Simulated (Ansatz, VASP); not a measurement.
Two plane-wave programs on KCl

```
CELL_PARAMETERS angstrom
0.00000 3.25078 3.15610
3.06142 0.00000 3.15610
3.06142 3.25078 0.00000
ATOMIC_POSITIONS crystal
K 0.00000 0.00000 0.00000
Cl 0.50000 0.50000 0.50000
```

Change from the starting cell: strain -0.0300 x Voigt [1, -1, 0, 0, 0, 0], atoms carried along.

Alike in both runs: task single point; functional r2SCAN; k mesh 6 × 6 × 6; occupations gaussian, width 0.05 eV; no spin polarisation.

|  | VASP | Ansatz |
| --- | --- | --- |
| version | VASP 6.6.1 | Ansatz 0.2.0 |
| potentials or method | VASP PAW PBE potentials, release 64 (K_sv, Cl), cutoff 550 eV | scalar-relativistic, plane waves, PAW |
| valence electrons in the cell | 16 | 16 |

Ansatz gave:

```
gap on the k mesh at the Fermi level (eV)                     : 5.76
least direct gap on the mesh (eV)                             : 5.76
pressure (GPa)                                                : 0.0
traceless stress, the component that is largest in VASP (GPa) : 1.25
```

Problem. What did VASP give for the same quantities?

Solution. gap on the k mesh at the Fermi level (eV): 5.76; least direct gap on the mesh (eV): 5.76; pressure (GPa): 0.0; traceless stress, the component that is largest in VASP (GPa): 1.26.

VASP's potentials were made for PBE, not for r2SCAN.
